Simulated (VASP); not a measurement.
Here is a VASP 6.6.1 calculation.

Contents of INCAR:

```
SYSTEM = Al36O
PREC     = Accurate       ! precision mode
ENCUT    = 520            ! plane-wave cutoff, eV
EDIFF    = 1E-7           ! SCF threshold, eV
ISMEAR   = 1              ! smearing method
SIGMA    = 0.1            ! smearing width, eV
LREAL    = Auto         
LASPH    = .TRUE.         ! aspherical terms in the spheres
NELM     = 60             ! most SCF steps
ALGO     = Normal         ! electronic algorithm
ISIF     = 2              ! what is computed and relaxed
LWAVE    = .FALSE.        ! write WAVECAR
LCHARG   = .TRUE.         ! write CHGCAR
GGA      = PE             ! functional
LVHAR    = .TRUE.       
NBANDS   = 81             ! bands
KPAR     = 4
```

File KPOINTS:

```
Automatic mesh
0
G
  4 4 3
  0 0 0
```

POSCAR

```
Al36O
1.0
    0.0000000000      6.0583944000      6.0583944000
    6.0583944000      0.0000000000      6.0583944000
    8.0778592000      8.0778592000      0.0000000000
Al O
36 1
Direct
    0.0030000500      0.0057074700     -0.0050918700
    0.0006140100      0.0039762500      0.2444027200
    0.0069720900     -0.0078359400      0.5009128600
    0.0021075000      0.0069240900      0.7476395700
    0.0051259300      0.3355414800     -0.0050347200
    0.0036982300      0.3331152900      0.2472201000
    0.0056593300      0.3364933800      0.4971298700
    0.0140578400      0.3409451400      0.7415431600
   -0.0016788200      0.6705493100      0.0016330400
   -0.0026083800      0.6693746200      0.2462954300
   -0.0127517300      0.6797672200      0.4892147700
   -0.0120684700      0.6806744100      0.7587163300
    0.3355857300     -0.0067181300      0.0033430700
    0.3368720100     -0.0075468200      0.2519758000
    0.3346673500     -0.0097401700      0.5001804900
    0.3397406200     -0.0187871200      0.7531728200
    0.3373419500      0.3315796700      0.0036564600
    0.3362943200      0.3304156600      0.2442398500
    0.3537150800      0.3117760200      0.4800104500
    0.3564853600      0.3136930800      0.7680215400
    0.3346818800      0.6641346100      0.0006721900
    0.3323249300      0.6625063600      0.2530845800
    0.3268788900      0.6537742800      0.5062136600
    0.3313243400      0.6622716900      0.7508056000
    0.6687305600      0.0016548800     -0.0018436500
    0.6662106900     -0.0009017600      0.2496672400
    0.6703554400     -0.0026553000      0.4986321400
    0.6705960200     -0.0026592500      0.7492508800
    0.6752881700      0.3310077200     -0.0041336600
    0.6744479000      0.3322519700      0.2445341500
    0.6865988600      0.3280953800      0.4945790200
    0.6776782100      0.3331110600      0.7476094400
    0.6637027700      0.6672815400      0.0035102300
    0.6621890100      0.6648459900      0.2529383900
    0.6609555900      0.6656500600      0.5002449400
    0.6757028100      0.6608131300      0.7469324900
    0.2630085500      0.4047736700      0.6242351100
```

Potentials or basis: VASP PAW PBE potentials, release 64 (Al, O).

Launch:

```sh
$ cat potpaw_PBE.64/Al/POTCAR potpaw_PBE.64/O/POTCAR > POTCAR
$ mpirun -np 4 vasp_std > vasp.out
```

Task: Estimate the largest force.

Result: 0.303 eV/Å.

Task: What does it give for the band gap on the k mesh?

Result: Zero (bands 57 and 58 overlap by 0.52 eV).

Stress tensor (GPa, compression positive):
```
 1.86 -0.26  0.10
-0.26  1.86  0.10
 0.10  0.10  1.29
```
